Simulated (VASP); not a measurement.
# GaP (F-43m) in VASP: notebook

Runs on GaP. Level: PBE. Tasks: single point.

All numbers are computed with VASP 6.6.1; they aren't measurements. Logs are shortened: lines on timing, memory, paths and dates and some standing lists are left out, and cuts for length are marked.

**What was measured.**

“Stacking defects in GaP nanowires: Electronic structure and optical properties”, 2018, arxiv:1810.01194 quotes, for a bulk crystal of GaP at 10 K: band gap 2.34 eV (indirect).

The results are compared with them further down.

### Step 1. The cell of the first run

It takes space group F-43m (No. 216, cubic). The conventional cell has a = 5.489 Å, b = 5.489 Å, c = 5.489 Å, α = 90.00°, β = 90.00°, γ = 90.00°. Within 3.1 Å of Ga (site symmetry -43m) lie 4 P at 2.38 Å. P (site symmetry -43m) has 4 Ga at 2.38 Å within 3.1 Å.

### Step 2. Single point, PBE

Contents of INCAR:

```
ALGO = Normal ; EDIFF = 1E-7
ENCUT = 520 ; GGA = PE
ISIF = 2 ; ISMEAR = 0
LASPH = T ; LCHARG = F
LREAL = F ; LWAVE = F
NBANDS = 16 ; NELM = 60
PREC = Accurate ; SIGMA = 0.05
```

Contents of KPOINTS:

```
k-points
0
Gamma
  10 10 10
```

Contents of POSCAR:

```
GaP
1.0
    0.0000000000      2.7443006552      2.7443006552
    2.7443006552      0.0000000000      2.7443006552
    2.7443006552      2.7443006552      0.0000000000
Ga P
1 1
Direct
    0.0000000000      0.0000000000      0.0000000000
    0.7500000000      0.7500000000      0.7500000000
```

Potentials or basis: VASP PAW PBE potentials, release 64 (Ga_d, P).

Run with:

```console
> cat potpaw_PBE.64/Ga_d/POTCAR potpaw_PBE.64/P/POTCAR > POTCAR
> mpirun -np 1 vasp_std > vasp.out
```

OUTCAR:

```text
EDIFF = 1E-7
   ENCUT = 520
   GGA = PE
   ISIF = 2
   ISMEAR = 0
   LASPH = T
   LREAL = F
   NELM = 60
   PREC = Accurate

 ion  position               nearest neighbor table
   1  0.000  0.000  0.000-   2 2.38   2 2.38   2 2.38   2 2.38
   2  0.750  0.750  0.750-   1 2.38   1 2.38   1 2.38   1 2.38

  LATTYP: Found a face centered cubic cell.
 ALAT       =     5.4886013104

  Lattice vectors:

 A1 = (   0.0000000000,   2.7443006552,   2.7443006552)
 A2 = (   2.7443006552,   0.0000000000,   2.7443006552)
 A3 = (   2.7443006552,   2.7443006552,   0.0000000000)

Analysis of symmetry for initial positions (statically):
=====================================================================
 Subroutine PRICEL returns:
 Original cell was already a primitive cell.

 Routine SETGRP: Setting up the symmetry group for a
 face centered cubic supercell.

 Subroutine GETGRP returns: Found 24 space group operations
 (whereof 24 operations were pure point group operations)
 out of a pool of 48 trial point group operations.

The static configuration has the point symmetry T_d .

Analysis of symmetry for dynamics (positions and initial velocities):
=====================================================================
 Subroutine PRICEL returns:
 Original cell was already a primitive cell.

 Routine SETGRP: Setting up the symmetry group for a
 face centered cubic supercell.

 Subroutine GETGRP returns: Found 24 space group operations
 (whereof 24 operations were pure point group operations)
 out of a pool of 48 trial point group operations.

The dynamic configuration has the point symmetry T_d .

 Subroutine INISYM returns: Found 24 space group operations
 (whereof 24 operations are pure point group operations),
 and found     1 'primitive' translations

----------------------------------------------------------------------------------------

                                     Primitive cell

  volume of cell :      41.3357

  direct lattice vectors                    reciprocal lattice vectors
     0.000000000  2.744300655  2.744300655    -0.182195781  0.182195781  0.182195781
     2.744300655  0.000000000  2.744300655     0.182195781 -0.182195781  0.182195781
     2.744300655  2.744300655  0.000000000     0.182195781  0.182195781 -0.182195781

  length of vectors
     3.881027206  3.881027206  3.881027206     0.315572349  0.315572349  0.315572349

  position of ions in fractional coordinates (direct lattice)
     0.000000000  0.000000000  0.000000000
     0.750000000  0.750000000  0.750000000

  ion indices of the primitive-cell ions
   primitive index   ion index
                 1           1
                 2           2

----------------------------------------------------------------------------------------

 KPOINTS: k-points

Automatic generation of k-mesh.
 Grid dimensions read from file:
 generate k-points for:   10   10   10

 Generating k-lattice:

  Cartesian coordinates                     Fractional coordinates (reciprocal lattice)
    -0.018219578  0.018219578  0.018219578     0.100000000  0.000000000  0.000000000
     0.018219578 -0.018219578  0.018219578     0.000000000  0.100000000  0.000000000
     0.018219578  0.018219578 -0.018219578     0.000000000  0.000000000  0.100000000

  Length of vectors
     0.031557235  0.031557235  0.031557235

  Shift w.r.t. Gamma in fractional coordinates (k-lattice)
     0.000000000  0.000000000  0.000000000

 Subroutine IBZKPT returns following result:
 ===========================================

 Found     47 irreducible k-points:

 Following reciprocal coordinates:
            Coordinates               Weight
  0.000000  0.000000  0.000000      1.000000
  0.100000  0.000000  0.000000      8.000000
  0.200000  0.000000  0.000000      8.000000
  0.300000  0.000000  0.000000      8.000000
  0.400000  0.000000  0.000000      8.000000
  0.500000  0.000000  0.000000      4.000000
[... 16 lines left out ...]
  0.300000  0.300000  0.000000      6.000000
  0.400000  0.300000  0.000000     24.000000
 [... further k-points ...]
   k-points           NKPTS =     47   k-points in BZ     NKDIM =     47   number of bands    NBANDS=     16
   number of dos      NEDOS =    301   number of ions     NIONS =      2
   total plane-waves  NPLWV =  27000
   dimension x,y,z NGX =    30 NGY =   30 NGZ =   30
   dimension x,y,z NGXF=    60 NGYF=   60 NGZF=   60
   ions per type =               1   1
   NGX,Y,Z   is equivalent  to a cutoff of  12.85, 12.85, 12.85 a.u.
   NGXF,Y,Z  is equivalent  to a cutoff of  25.70, 25.70, 25.70 a.u.
 SYSTEM =  unknown system
   PREC   = accura    normal or accurate (medium, high low for compatibility)
   ISTART =      0    job   : 0-new  1-cont  2-samecut
   ICHARG =      2    charge: 1-file 2-atom 10-const
   ISPIN  =      1    spin polarized calculation?
   LNONCOLLINEAR =      F non collinear calculations
   LSORBIT =      F    spin-orbit coupling
   LASPH  =      T    aspherical Exc in radial PAW
   ENCUT  =  520.0 eV  38.22 Ry    6.18 a.u.   7.22  7.22  7.22*2*pi/ulx,y,z
   NELM   =     60;   NELMIN=  2; NELMDL= -5     # of ELM steps
   EDIFF  = 0.1E-06   stopping-criterion for ELM
   LREAL  =      F    real-space projection
   EDIFFG = 0.1E-05   stopping-criterion for IOM
   NSW    =      0    number of steps for IOM
   IBRION =     -1    ionic relax: 0-MD 1-quasi-New 2-CG
   NFREE  =      0    steps in history (QN), initial steepest desc. (CG)
   ISIF   =      2    stress and relaxation
   ISYM   =      2    0-nonsym 1-usesym 2-fastsym
   POTIM  = 0.5000    time-step for ionic-motion
   TEBEG  =    0.0;   TEEND  =   0.0 temperature during run
   PSTRESS=    0.0 pullay stress
   NELECT =      18.0000    total number of electrons
   NUPDOWN=      -1.0000    fix difference up-down
   EMIN   =  10.00;   EMAX   =-10.00  energy-range for DOS
   EFERMI =   0.00;   METHOD = LEGACY
   ISMEAR =     0;   SIGMA  =   0.05  broadening in eV -4-tet -1-fermi 0-gaus
   EFERMI_NEDOS =   21; number of points for ismear=-14 and -15
   IALGO  =     38    algorithm
   IMIX   =      4    mixing-type and parameters
     AMIX     =   0.40;   BMIX     =  1.00
     AMIX_MAG =   1.60;   BMIX_MAG =  1.00
  volume/ion in A,a.u.               =      20.67       139.47
  Fermi-wavevector in a.u.,A,eV,Ry     =   1.240863  2.344892 20.949462  1.539742
  Thomas-Fermi vector in A             =   2.375286
   LORBIT       =      0    0 simple, 1 ext, 2 COOP (PROOUT), +10 PAW based schemes
   GGA     = PE    functional components
   LHFCALC =     F    Hartree Fock is set to
   AEXX    =    0.0000 exact exchange contribution
   IVDW    =     0    specifies the selected vdW correction
   LEPSILON=     F    determine dielectric tensor
   LRPA    =     F    only Hartree local field effects (RPA)
 non-spin polarized calculation
 Gauss-broadening in eV      SIGMA  =   0.05
  energy-cutoff  :      520.00
  volume of cell :       41.34
 maximum number of plane-waves:      1139
 NGX is ok and might be reduce to    30
   NGX = 15   NGY = 15   NGZ = 15

 number of electron      17.9999997 magnetization

 Free energy of the ion-electron system (eV)
  ---------------------------------------------------
  ext. energy  EPLUGINS =         0.00000000
  ---------------------------------------------------
  free energy    TOTEN  =        -9.12668224 eV

  energy without entropy =       -9.12668224  energy(sigma->0) =       -9.12668224

 E-fermi :   4.6605     XC(G=0):  -9.7384

 val. band max:        4.4402818034   @ k =   0.0000   0.0000   0.0000
 cond. band min:       6.0498018418   @ k =   0.5000   0.0000   0.0000
 fundamental gap:      1.6095200384
 Fermi energy:         4.6605271010

 k-point     1 :       0.0000    0.0000    0.0000
  band No.  band energies     occupation
      1     -10.0758      2.00000
      2     -10.0758      2.00000
      3     -10.0758      2.00000
      4      -9.9823      2.00000
      5      -9.9823      2.00000
      6      -7.8960      2.00000
[... 8 lines left out ...]
     15      14.1991      0.00000
     16      14.1991      0.00000

 k-point     2 :       0.1000    0.0000    0.0000
  band No.  band energies     occupation
      1     -10.0840      2.00000
      2     -10.0730      2.00000
      3     -10.0730      2.00000
      4      -9.9824      2.00000
      5      -9.9824      2.00000
      6      -7.7695      2.00000
[... 8 lines left out ...]
     15      13.7406      0.00000
     16      13.7709      0.00000

 k-point     3 :       0.2000    0.0000    0.0000
  band No.  band energies     occupation
      1     -10.1040      2.00000
      2     -10.0660      2.00000
      3     -10.0660      2.00000
      4      -9.9819      2.00000
      5      -9.9819      2.00000
      6      -7.4028      2.00000
[... 8 lines left out ...]
     15      13.3255      0.00000
     16      14.4750      0.00000

 k-point     4 :       0.3000    0.0000    0.0000
  band No.  band energies     occupation
      1     -10.1269      2.00000
      2     -10.0587      2.00000
      3     -10.0587      2.00000
      4      -9.9799      2.00000
      5      -9.9799      2.00000
      6      -6.8425      2.00000
[... 8 lines left out ...]
     15      13.7212      0.00000
     16      14.1237      0.00000
[... 324 lines left out ...]
 k-point    22 :      -0.2000    0.2000    0.0000
  band No.  band energies     occupation
      1     -10.1326      2.00000
      2     -10.0540      2.00000
      3     -10.0530      2.00000
      4      -9.9855      2.00000
      5      -9.9783      2.00000
      6      -6.6505      2.00000
[... 8 lines left out ...]
     15      15.6448      0.00000
     16      16.3897      0.00000

 k-point    23 :       0.3000    0.3000    0.0000
  band No.  band energies     occupation
      1     -10.1536      2.00000
      2     -10.0367      2.00000
      3     -10.0367      2.00000
      4     -10.0024      2.00000
      5      -9.9691      2.00000
      6      -6.4765      2.00000
[... 8 lines left out ...]
     15      15.5256      0.00000
     16      18.0739      0.00000

 k-point    24 :       0.4000    0.3000    0.0000
  band No.  band energies     occupation
      1     -10.1650      2.00000
      2     -10.0313      2.00000
      3     -10.0294      2.00000
      4     -10.0048      2.00000
      5      -9.9671      2.00000
      6      -5.9733      2.00000
[... 8 lines left out ...]
     15      16.1659      0.00000
     16      18.0582      0.00000

 [... further k-points ...]
[... 5 lines left out ...]
  --------------------------------------------------------------------------------------
  -------------------------------------------------------------------------------------
  Total        0.1913137      0.1913137      0.1913137      0.0000000     -0.0000000     -0.0000000
  in kB        7.4153487      7.4153487      7.4153487      0.0000000     -0.0000000     -0.0000000
  external PRESSURE =       7.4153487 kB  Pullay stress =       0.0000000 kB

 VOLUME and BASIS-vectors are now :
 -----------------------------------------------------------------------------
  energy-cutoff  :      520.00
  volume of cell :       41.34
      direct lattice vectors                 reciprocal lattice vectors
     0.000000000  2.744300655  2.744300655    -0.182195781  0.182195781  0.182195781
     2.744300655  0.000000000  2.744300655     0.182195781 -0.182195781  0.182195781
     2.744300655  2.744300655  0.000000000     0.182195781  0.182195781 -0.182195781

 POSITION                                       TOTAL-FORCE (eV/Angst)
 -----------------------------------------------------------------------------------
      0.00000      0.00000      0.00000         0.000000     -0.000000     -0.000000
      4.11645      4.11645      4.11645        -0.000000      0.000000      0.000000
 -----------------------------------------------------------------------------------
    total drift:                               -0.000002     -0.000002     -0.000002

  FREE ENERGIE OF THE ION-ELECTRON SYSTEM (eV)
  ---------------------------------------------------
  free  energy   TOTEN  =        -9.1266822404 eV

  energy  without entropy=       -9.1266822404  energy(sigma->0) =       -9.12668224
```

Wall time 62 s (1 thread of AMD EPYC 7R13, shared host); peak memory 0.15 GiB.

Results:

```
Free energy            : -9.1267 eV
Pressure               : 0.7 GPa
Band gap on the k mesh : 1.61 eV, indirect (least direct gap 1.65 eV)
```

Levels at points of the mesh, in eV from the valence-band top:
| k point | band 6 | band 7 | band 8 | band 9 | band 10 | band 11 | band 12 | band 13 |
| --- | --- | --- | --- | --- | --- | --- | --- | --- |
| (0.00, 0.00, 0.00) | -12.34 | 0.00 | 0.00 | 0.00 | 1.65 | 3.89 | 3.89 | 3.89 |
| (0.50, 0.00, 0.00) | -10.34 | -6.51 | -1.09 | -1.09 | 1.61 | 4.73 | 4.73 | 8.25 |
| (0.50, 0.50, 0.00) | -9.47 | -6.65 | -2.61 | -2.61 | 1.70 | 1.84 | 10.44 | 10.44 |

### Step 3. Single point, PBE

This run uses another cell than the first one, of 20.87 Å³/atom, 1.010 times its volume.

Contents of INCAR:

```
PREC = Accurate
ENCUT = 520
EDIFF = 1E-6
ISMEAR = 0
SIGMA = 0.05
LREAL = False
LASPH = True
NELM = 100
ALGO = Normal
ISIF = 2
LWAVE = False
LCHARG = False
GGA = PE
NBANDS = 16
```

Contents of KPOINTS:

```
regular mesh
0
Gamma
  10 10 10
```

Contents of POSCAR:

```
GaP
1.0
    0.0000000000      2.7530800596      2.7530800596
    2.7530800596      0.0000000000      2.7530800596
    2.7530800596      2.7530800596      0.0000000000
Ga P
1 1
Direct
    0.0000000000      0.0000000000      0.0000000000
    0.7500000000      0.7500000000      0.7500000000
```

Potentials or basis: VASP PAW PBE potentials, release 64 (Ga_d, P).

Run with:

```console
> cat potpaw_PBE.64/Ga_d/POTCAR potpaw_PBE.64/P/POTCAR > POTCAR
> mpirun -np 1 vasp_std > vasp.out
```

Wall time 53 s (1 thread of AMD EPYC 7R13, shared host); peak memory 0.15 GiB.

The run converged. Its results:

```yaml
Free_energy: -9.1276 eV
Pressure: -0.1 GPa
Band_gap_on_the_k_mesh: 1.58 eV, direct
```

Levels at points of the mesh, in eV from the valence-band top:
```csv
k point,band 7,band 8,band 9,band 10,band 11,band 12
"(0.00, 0.00, 0.00)",0.00,0.00,0.00,1.58,3.90,3.90
"(0.50, 0.00, 0.00)",-6.46,-1.07,-1.07,1.58,4.73,4.73
"(0.50, 0.50, 0.00)",-6.61,-2.58,-2.58,1.72,1.85,10.37
```

### Step 4. How close it comes

Step 2. A measured gap of GaP is 2.34 eV (indirect; 10 K; quoted in “Stacking defects in GaP nanowires: Electronic structure and optical properties”, 2018, arxiv:1810.01194); the calculated 1.61 eV misses it by -0.73 eV. Spin-orbit coupling on Ga is left out. The value is that of PBE on a finite k mesh, which can miss the band edges, without temperature or zero-point motion. Semilocal functionals fall short of measured gaps as a rule.

Step 3. A measured gap of GaP is 2.34 eV (indirect; 10 K; quoted in “Stacking defects in GaP nanowires: Electronic structure and optical properties”, 2018, arxiv:1810.01194); the calculated 1.58 eV misses it by -0.76 eV. Spin-orbit coupling on Ga is left out. The value is that of PBE on a finite k mesh, which can miss the band edges, without temperature or zero-point motion. Semilocal functionals fall short of measured gaps as a rule.
